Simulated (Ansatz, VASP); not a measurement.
**One calculation of HfSn3S8, two programs**

```
CELL_PARAMETERS angstrom
3.68838 -0.00002 0.01868
-1.84391 3.19624 0.01104
0.13724 0.16557 27.72679
ATOMIC_POSITIONS crystal
Hf 0.03359 0.01367 0.49803
Sn 0.99948 0.96979 0.99890
Sn 0.96675 0.99204 0.25152
Sn 0.00041 0.02434 0.75156
S 0.32600 0.63087 0.05234
S 0.29338 0.65311 0.30498
S 0.35975 0.67495 0.54958
S 0.32676 0.68511 0.80502
S 0.64034 0.33101 0.19807
S 0.70663 0.35278 0.44645
S 0.67405 0.36349 0.69810
S 0.67287 0.30883 0.94544
```

Change from the starting cell: cell x1, atoms moved at random (sigma 0.15 Å) and cell strained at random (1.5 %), then relaxed without symmetry.

Alike in both runs: functional PBE; k mesh 6 × 6 × 1; occupations gaussian, width 0.1 eV; no spin polarisation.

Ansatz relaxed the structure, and its values are those at the end. VASP's run is a single point on that final structure, the one shown.

|  | VASP | Ansatz |
| --- | --- | --- |
| version | VASP 6.6.1 | Ansatz 0.2.0 |
| potentials or method | VASP PAW PBE potentials, release 64 (Hf_pv, Sn_d, S), cutoff 520 eV | scalar-relativistic, plane waves, PAW |
| valence electrons in the cell | 100 | 116 |

```tsv
	VASP	Ansatz	Ansatz less VASP
gap on the k mesh at the Fermi level (eV)	1.24	1.20	-0.038
least direct gap on the mesh (eV)	1.76	1.76	+0.002
pressure (GPa)	-0.2	0.0	+0.20
rms of the force components (eV/Å)	0.018	0.004	-0.0148
```

VASP's potentials hold 100 valence electrons a cell and Ansatz's 116, so a difference there can come from the potentials and not from the codes.

Neither program's run includes spin-orbit coupling.
